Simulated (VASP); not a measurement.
# BaS (F-43m) in VASP: elastic constants with PBE

Aim: the elastic constants of BaS with PBE.

Everything below comes from runs of VASP 6.6.1. Logs are shortened: lines on timing, memory, paths and dates and some standing lists are left out, and cuts for length are marked.

**1. The cell of the first run**

Symmetry: F-43m, No. 216, cubic system. Conventional cell: a = 6.886 Å, b = 6.886 Å, c = 6.886 Å, α = 90.00°, β = 90.00°, γ = 90.00°. Ba (site symmetry -43m) has 4 S at 2.98 Å within 3.9 Å. Within 3.9 Å of S (site symmetry -43m) lie 4 Ba at 2.98 Å.

**2. Elastic constants, PBE**

INCAR reads:

```
PREC = Accurate
ENCUT = 600
EDIFF = 1E-8
ISMEAR = 0
SIGMA = 0.01
LREAL = False
LASPH = True
NELM = 100
ALGO = Normal
ISIF = 3
LWAVE = False
LCHARG = False
GGA = PE
NBANDS = 15
IBRION = 6
NFREE = 2
POTIM = 0.015
NSW = 1
```

KPOINTS reads:

```
Automatic mesh
0
Gamma
  6 6 6
```

POSCAR reads:

```
BaS
1.0
    0.0000000000      3.4429000000      3.4429000000
    3.4429000000      0.0000000000      3.4429000000
    3.4429000000      3.4429000000      0.0000000000
Ba S
1 1
Direct
    0.0000000000      0.0000000000      0.0000000000
    0.2500000000      0.2500000000      0.2500000000
```

Potentials or basis: VASP PAW PBE potentials, release 64 (Ba_sv, S).

On the command line:

```bash
$ cat potpaw_PBE.64/Ba_sv/POTCAR potpaw_PBE.64/S/POTCAR > POTCAR
$ mpirun -np 1 vasp_std > vasp.out
```

OUTCAR:

```text
PREC = Accurate
   ENCUT = 600
   EDIFF = 1E-8
   ISMEAR = 0
   LREAL = False
   LASPH = True
   NELM = 100
   ISIF = 3
   GGA = PE
   IBRION = 6
   NFREE = 2
   POTIM = 0.015
   NSW = 1

 ion  position               nearest neighbor table
   1  0.000  0.000  0.000-   2 2.98   2 2.98   2 2.98   2 2.98
   2  0.250  0.250  0.250-   1 2.98   1 2.98   1 2.98   1 2.98

  LATTYP: Found a face centered cubic cell.
 ALAT       =     6.8858000000

  Lattice vectors:

 A1 = (   0.0000000000,   3.4429000000,   3.4429000000)
 A2 = (   3.4429000000,   0.0000000000,   3.4429000000)
 A3 = (   3.4429000000,   3.4429000000,   0.0000000000)

Analysis of symmetry for initial positions (statically):
=====================================================================
 Subroutine PRICEL returns:
 Original cell was already a primitive cell.

 Routine SETGRP: Setting up the symmetry group for a
 face centered cubic supercell.

 Subroutine GETGRP returns: Found 24 space group operations
 (whereof 24 operations were pure point group operations)
 out of a pool of 48 trial point group operations.

The static configuration has the point symmetry T_d .

Analysis of symmetry for dynamics (positions and initial velocities):
=====================================================================
 Subroutine PRICEL returns:
 Original cell was already a primitive cell.

 Routine SETGRP: Setting up the symmetry group for a
 face centered cubic supercell.

 Subroutine GETGRP returns: Found 24 space group operations
 (whereof 24 operations were pure point group operations)
 out of a pool of 48 trial point group operations.

The dynamic configuration has the point symmetry T_d .

 Subroutine INISYM returns: Found 24 space group operations
 (whereof 24 operations are pure point group operations),
 and found     1 'primitive' translations

----------------------------------------------------------------------------------------

                                     Primitive cell

  volume of cell :      81.6212

  direct lattice vectors                    reciprocal lattice vectors
     0.000000000  3.442900000  3.442900000    -0.145226408  0.145226408  0.145226408
     3.442900000  0.000000000  3.442900000     0.145226408 -0.145226408  0.145226408
     3.442900000  3.442900000  0.000000000     0.145226408  0.145226408 -0.145226408

  length of vectors
     4.868995874  4.868995874  4.868995874     0.251539517  0.251539517  0.251539517

  position of ions in fractional coordinates (direct lattice)
     0.000000000  0.000000000  0.000000000
     0.250000000  0.250000000  0.250000000

  ion indices of the primitive-cell ions
   primitive index   ion index
                 1           1
                 2           2

----------------------------------------------------------------------------------------

 KPOINTS: Automatic mesh

Automatic generation of k-mesh.
 Grid dimensions read from file:
 generate k-points for:    6    6    6

 Generating k-lattice:

  Cartesian coordinates                     Fractional coordinates (reciprocal lattice)
    -0.024204401  0.024204401  0.024204401     0.166666667  0.000000000  0.000000000
     0.024204401 -0.024204401  0.024204401     0.000000000  0.166666667  0.000000000
     0.024204401  0.024204401 -0.024204401     0.000000000  0.000000000  0.166666667

  Length of vectors
     0.041923253  0.041923253  0.041923253

[... 96 lines left out ...]

  FORCE on cell =-STRESS in cart. coord.  units (eV):
  Direction    XX          YY          ZZ          XY          YZ          ZX
  --------------------------------------------------------------------------------------
  -------------------------------------------------------------------------------------
  Total        1.3144762      1.3144762      1.3144762      0.0000000      0.0000000     -0.0000000
  in kB       25.8023982     25.8023982     25.8023982      0.0000000      0.0000000     -0.0000000
  external PRESSURE =      25.8023982 kB  Pullay stress =       0.0000000 kB
[... 89 lines left out ...]
  FREE ENERGIE OF THE ION-ELECTRON SYSTEM (eV)
  ---------------------------------------------------
  free  energy   TOTEN  =        -9.6625944955 eV

  energy  without entropy=       -9.6625944955  energy(sigma->0) =       -9.66259450

[... ionic steps 4 to 14 ...]

--------------------------------------- Ionic step       15  -------------------------------------------

 number of electron      16.0000000 magnetization

------------------------ aborting loop because EDIFF is reached ----------------------------------------
[... 67 lines left out ...]
--------------------------------------- Ionic step       17  -------------------------------------------

 number of electron      16.0000000 magnetization

 Free energy of the ion-electron system (eV)
  ---------------------------------------------------
  ext. energy  EPLUGINS =         0.00000000
  ---------------------------------------------------
  free energy    TOTEN  =        -9.68394899 eV

  energy without entropy =       -9.68394899  energy(sigma->0) =       -9.68394899

 E-fermi :   0.2282     XC(G=0):  -7.4223

 val. band max:        0.1033727825   @ k =  -0.3333   0.5000   0.1667
 cond. band min:       2.9643533312   @ k =   0.0000   0.0000   0.0000
 fundamental gap:      2.8609805487
 Fermi energy:         0.2282078931

 k-point     1 :       0.0000    0.0000    0.0000
  band No.  band energies     occupation
      1     -25.8056      2.00000
      2     -11.0062      2.00000
      3     -11.0047      2.00000
      4     -11.0030      2.00000
      5      -9.9088      2.00000
      6      -0.7017      2.00000
      7      -0.6984      2.00000
      8      -0.6945      2.00000
      9       2.9644      0.00000
     10       5.2303      0.00000
     11       5.2306      0.00000
     12       7.2642      0.00000
     13       7.3051      0.00000
     14       7.3447      0.00000
[... 401 lines left out ...]
      2     -11.8268      2.00000
      3     -11.1199      2.00000
      4     -11.0767      2.00000
      5      -9.0122      2.00000
      6      -0.6563      2.00000
      7      -0.3281      2.00000
      8      -0.2793      2.00000
      9       4.1634      0.00000
     10       4.9339      0.00000
     11       5.5763      0.00000
     12       6.4941      0.00000
     13       6.8571      0.00000
     14       7.6347      0.00000
     15       9.0188      0.00000

 [... further k-points ...]
[... 5 lines left out ...]
  --------------------------------------------------------------------------------------
  -------------------------------------------------------------------------------------
  Total        1.3146774      1.3164118      1.3164118      0.0000000      0.1019788      0.0000000
  in kB       25.8063488     25.8403944     25.8403944      0.0000000      2.0017835      0.0000000
  external PRESSURE =      25.8290459 kB  Pullay stress =       0.0000000 kB
[... 17 lines left out ...]
  FREE ENERGIE OF THE ION-ELECTRON SYSTEM (eV)
  ---------------------------------------------------
  free  energy   TOTEN  =        -9.6839489879 eV

  energy  without entropy=       -9.6839489879  energy(sigma->0) =       -9.68394899

 INTERNAL STRAIN TENSORS FROM STRAINED CELLS
 ============================================

 INTERNAL STRAIN TENSOR FOR ION    1 for displacements in x,y,z  (eV/Angst):
          X           Y           Z          XY          YZ          ZX
  --------------------------------------------------------------------------------
  x     0.00000    -0.00000     0.00000    -0.00000     6.80168    -0.00000
  y    -0.00000     0.00000     0.00000    -0.00000     0.00000     6.80146
  z     0.00000    -0.00000    -0.00000     6.80111    -0.00000     0.00000

 INTERNAL STRAIN TENSORS FROM DISPLACED ATOMS
 ============================================

 INTERNAL STRAIN TENSOR FOR ION    1 for displacements in x,y,z  (eV/Angst):
          X           Y           Z          XY          YZ          ZX
  --------------------------------------------------------------------------------
  x     0.00000     0.00000     0.00000     0.00000     6.80369     0.00000
  y     0.00000     0.00000     0.00000     0.00000     0.00000     6.80369
  z     0.00000     0.00000     0.00000     6.80369     0.00000     0.00000

 INTERNAL STRAIN TENSOR FOR ION    2 for displacements in x,y,z  (eV/Angst):
          X           Y           Z          XY          YZ          ZX
  --------------------------------------------------------------------------------
  x     0.00000     0.00000     0.00000     0.00000    -6.80311     0.00000
  y     0.00000     0.00000     0.00000     0.00000     0.00000    -6.80311
  z     0.00000     0.00000     0.00000    -6.80311     0.00000     0.00000

 Eigenvectors and eigenvalues of the dynamical matrix
 ----------------------------------------------------

   1 f  =    6.367858 THz    40.010432 2PiTHz  212.408878 cm-1    26.335333 meV
             X         Y         Z           dx          dy          dz
      0.000000  0.000000  0.000000     0.000000    0.435093    0.000000
      1.721450  1.721450  1.721450     0.000000   -0.900386    0.000000
[... 21 lines left out ...]
   6 f/i=    0.000050 THz     0.000312 2PiTHz    0.001654 cm-1     0.000205 meV
             X         Y         Z           dx          dy          dz
      0.000000  0.000000  0.000000     0.000000    0.000000    0.900386
      1.721450  1.721450  1.721450     0.000000    0.000000    0.435093

--------------------------------------------------------------------------------------------------------

 ELASTIC MODULI CONTR FROM IONIC RELAXATION (kBar)
 Direction    XX          YY          ZZ          XY          YZ          ZX
 --------------------------------------------------------------------------------
 XX           0.0000      0.0000      0.0000      0.0000      0.0000      0.0000
 YY           0.0000      0.0000      0.0000      0.0000      0.0000      0.0000
 ZZ           0.0000      0.0000      0.0000      0.0000      0.0000      0.0000
 XY           0.0000      0.0000      0.0000   -210.6508      0.0000      0.0000
 YZ           0.0000      0.0000      0.0000      0.0000   -210.6508      0.0000
 ZX           0.0000      0.0000      0.0000      0.0000      0.0000   -210.6508
 --------------------------------------------------------------------------------

 TOTAL ELASTIC MODULI (kBar)
 Direction    XX          YY          ZZ          XY          YZ          ZX
 --------------------------------------------------------------------------------
 XX         345.4513    352.3984    352.3984     -0.0000     -0.0000     -0.0000
 YY         352.3984    345.4513    352.3984      0.0000      0.0000      0.0000
 ZZ         352.3984    352.3984    345.4513     -0.0000      0.0000     -0.0000
 XY          -0.0000      0.0000     -0.0000     43.9558      0.0000     -0.0000
 YZ          -0.0000      0.0000      0.0000      0.0000     43.9558      0.0000
 ZX          -0.0000      0.0000     -0.0000     -0.0000      0.0000     43.9558
 --------------------------------------------------------------------------------
```

It took 11 min on 1 thread of Intel Xeon Platinum 8488C (Sapphire Rapids), shared host; peak memory 0.36 GiB.

Results:

```
Elastic constants C11, C12, C44                         : 35, 35, 4 GPa
Voigt bulk modulus                                      : 35 GPa
Highest phonon frequency at Γ, LO-TO splitting left out : 212 cm⁻¹
```

Phonon frequencies in cm⁻¹ (negative: imaginary):
```
              q point        frequencies
(0.000, 0.000, 0.000)  0 0 0 212 212 212
```

Elastic tensor in Voigt notation (GPa, in the Cartesian axes of the cell as first typed):
```
35 35 35  0  0  0
35 35 35  0  0  0
35 35 35  0  0  0
 0  0  0  4  0  0
 0  0  0  0  4  0
 0  0  0  0  0  4
```

Clamped-ion elastic tensor (GPa):
```
35 35 35  0  0  0
35 35 35  0  0  0
35 35 35  0  0  0
 0  0  0 25  0  0
 0  0  0  0 25  0
 0  0  0  0  0 25
```

Caveat: the cell is under stress, which shifts elastic constants; the elastic tensor has a negative eigenvalue, so either the cell is unstable as it stands or the mesh is too thin; spin-orbit coupling is left out, which moves the levels of the heavy elements.
